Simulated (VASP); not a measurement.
Wanted: the native input for a VASP 6.6.1 run.

- Task: single point
- Functional: B3LYP
- Potentials or basis: VASP PAW PBE potentials, release 64 (Al)
- Cutoff: 520 eV
- k mesh: 6 × 6 × 6
- Occupations: fermi-dirac, width 0.05 eV
- Spin: no spin polarisation
- Dipole correction: no
- Grid for exact exchange (PRECFOCK): Normal
- Further INCAR settings: ALGO = Normal; EDIFF = 1e-06; NBANDS = 8
- Share of exact exchange: 0.2

The system is Al.

```
CELL_PARAMETERS angstrom
-1.63553 1.63553 1.63553
1.63553 -1.63553 1.63553
1.63553 1.63553 -1.63553
ATOMIC_POSITIONS crystal
Al 0.00000 0.00000 0.00000
```

This isn't the form of Al at room conditions, which is fcc.

One way to write it, as run:

POSCAR

```
Al
1.0
   -1.6355299437      1.6355299437      1.6355299437
    1.6355299437     -1.6355299437      1.6355299437
    1.6355299437      1.6355299437     -1.6355299437
Al
1
Direct
    0.0000000000      0.0000000000      0.0000000000
```

INCAR.step1

```
SYSTEM = Al
PREC     = Accurate       ! precision mode
ENCUT    = 520            ! plane-wave cutoff, eV
EDIFF    = 1E-5           ! SCF threshold, eV
ISMEAR   = -1             ! smearing method
SIGMA    = 0.05           ! smearing width, eV
LREAL    = .FALSE.        ! projectors in reciprocal space
LASPH    = .TRUE.         ! aspherical terms in the spheres
NELM     = 60             ! most SCF steps
ALGO     = Normal         ! electronic algorithm
ISIF     = 2              ! what is computed and relaxed
LWAVE    = .TRUE.         ! write WAVECAR
LCHARG   = .FALSE.        ! write CHGCAR
NBANDS   = 8              ! bands
GGA      = PE             ! functional
```

INCAR.step2

```
SYSTEM = Al
PREC     = Accurate       ! precision mode
ENCUT    = 520            ! plane-wave cutoff, eV
EDIFF    = 1E-6           ! SCF threshold, eV
ISMEAR   = -1             ! smearing method
SIGMA    = 0.05           ! smearing width, eV
LREAL    = .FALSE.        ! projectors in reciprocal space
LASPH    = .TRUE.         ! aspherical terms in the spheres
NELM     = 60             ! most SCF steps
ALGO     = Normal         ! electronic algorithm
ISIF     = 2              ! what is computed and relaxed
LWAVE    = .FALSE.        ! write WAVECAR
LCHARG   = .FALSE.        ! write CHGCAR
GGA      = B3             ! functional
LHFCALC  = .TRUE.         ! exact exchange
AEXX     = 0.2            ! exact-exchange fraction
AGGAX    = 0.72         
AGGAC    = 0.81         
ALDAC    = 0.19         
PRECFOCK = Normal       
NBANDS   = 8              ! bands
ISTART   = 1
```

KPOINTS

```
regular mesh
0
G
  6 6 6
  0 0 0
```

Potentials or basis: VASP PAW PBE potentials, release 64 (Al).

Run with:

```sh
$ cat potpaw_PBE.64/Al/POTCAR > POTCAR
$ cp INCAR.step1 INCAR
$ mpirun -np 1 vasp_std > vasp.out
$ cp INCAR.step2 INCAR
$ mpirun -np 1 vasp_std > vasp.out
```

It gave:

The pressure is 0.1 GPa and the band gap on the k mesh is zero (an odd number of electrons rules out a gap without spin polarisation).

Caveat: the k points lie up to 0.45 Å⁻¹ apart, too coarse for converged energies and pressures of a metal; the PAW data sets were made with another functional, which shifts forces and pressure a little.

It took 58 s on 1 thread of AMD EPYC 7R13, with other jobs on the host, peak memory 0.11 GiB.
